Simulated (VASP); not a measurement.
**BaTe: single point with PBE**

BaTe:

```xyz
2
Lattice="0.0000 3.4100 3.4100 3.4100 0.0000 3.4100 3.4100 3.4100 0.0000" Properties=species:S:1:pos:R:3 pbc="T T T"
Ba    3.4100    3.4100    3.4100
Te    0.0000    0.0000    0.0000
```

```
Program                : VASP 6.6.1
Task                   : single point
Functional             : PBE
Potentials or basis    : VASP PAW PBE potentials, release 64 (Ba_sv, Te)
Cutoff                 : 520 eV
k mesh                 : 6 × 6 × 6
Occupations            : gaussian, width 0.05 eV
Spin                   : non-collinear spin, zero start, spin-orbit coupling
Starting moments       : [[0.0, 0.0, 0.0], [0.0, 0.0, 0.0]] μB
Dipole correction      : no
Further INCAR settings : ALGO = Normal; EDIFF = 1e-07; NBANDS = 28
```

```yaml
Pressure: 4.2 GPa
Net_moment: 0.00 μB per cell
Valence_electrons_inside_the_program's_atomic_spheres: Ba 7.94; Te 3.51
```

Moments on the atoms (μB; x, y, z):
```
Ba  0.00 0.00 0.00
Te  0.00 0.00 0.00
```

Run time: 60 s on 1 thread of Intel(R) Xeon(R) Platinum 8488C (Sapphire Rapids) (shared host), peak memory 0.4 GiB.
